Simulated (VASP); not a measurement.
Input of a VASP 6.6.1 run:

The input INCAR:

```
PREC = Accurate
ENCUT = 520
EDIFF = 1E-6
ISMEAR = -5
SIGMA = 0.05
LREAL = False
LASPH = True
NELM = 60
ALGO = Normal
ISIF = 2
LWAVE = False
LCHARG = False
GGA = RP
IVDW = 12
NBANDS = 8
```

File KPOINTS:

```
regular mesh
0
Gamma
  11 11 11
```

POSCAR

```
Al
1.0
    0.0000000000      2.0112152952      2.0112152952
    2.0112152952      0.0000000000      2.0112152952
    2.0112152952      2.0112152952      0.0000000000
Al
1
Direct
    0.0000000000      0.0000000000      0.0000000000
```

Potentials or basis: VASP PAW PBE potentials, release 64 (Al).

Command:

```bash
$ cat potpaw_PBE.64/Al/POTCAR > POTCAR
$ mpirun -np 1 vasp_std > vasp.out
```

Problem. What does it give for the dispersion energy per atom?

Solution. -1.803 eV.

Problem. Predict the pressure.

Solution. -18.7 GPa.

Caveat: the PAW data sets were made with another functional, which shifts forces and pressure a little; pairwise dispersion overbinds metals, which lowers pressure and volume; tetrahedron occupations give inexact forces and stress in metals.
